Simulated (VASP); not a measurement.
YHg2, 3 atoms in the cell. The structure is hexagonal, space group P6/mmm (No. 191). Conventional cell: a = 4.865 Å, b = 4.865 Å, c = 3.495 Å, α = 90.00°, β = 90.00°, γ = 120.00°. Y (site symmetry 6/mmm) has 12 Hg at 3.31 Å and 2 Y at 3.49 Å within 4.4 Å. Hg (site symmetry -6m2) has 5 Hg at 2.81 to 3.49 Å and 6 Y at 3.31 Å within 3.7 Å. 

| Item | Value |
| --- | --- |
| Program | VASP 6.6.1 |
| Task | single point |
| Functional | r2SCAN |
| Potentials or basis | VASP PAW PBE potentials, release 64 (Y_sv, Hg_sv_GW) |
| Cutoff | 600 eV |
| k mesh | 8 × 8 × 10 |
| Occupations | fermi-dirac, width 0.1 eV |
| Spin | no spin polarisation |
| Dipole correction | no |
| Further INCAR settings | ALGO = Normal; EDIFF = 1e-06; NBANDS = 32 |

Potentials or basis: VASP PAW PBE potentials, release 64 (Y_sv, Hg_sv_GW).

Launch:

```console
$ cat potpaw_PBE.64/Y_sv/POTCAR potpaw_PBE.64/Hg_sv_GW/POTCAR > POTCAR
$ cp INCAR.step1 INCAR
$ mpirun -np 1 vasp_std > vasp.out
$ cp INCAR.step2 INCAR
$ mpirun -np 1 vasp_std > vasp.out
```

Hardware: 1 thread of Intel(R) Xeon(R) Platinum 8488C (Sapphire Rapids) (shared host).

Q: Estimate the wall time of this run.

A: Wall time 7.3 min on 1 thread of Intel(R) Xeon(R) Platinum 8488C (Sapphire Rapids), on a shared host, peak memory 0.36 GiB. Counts: k points 60.
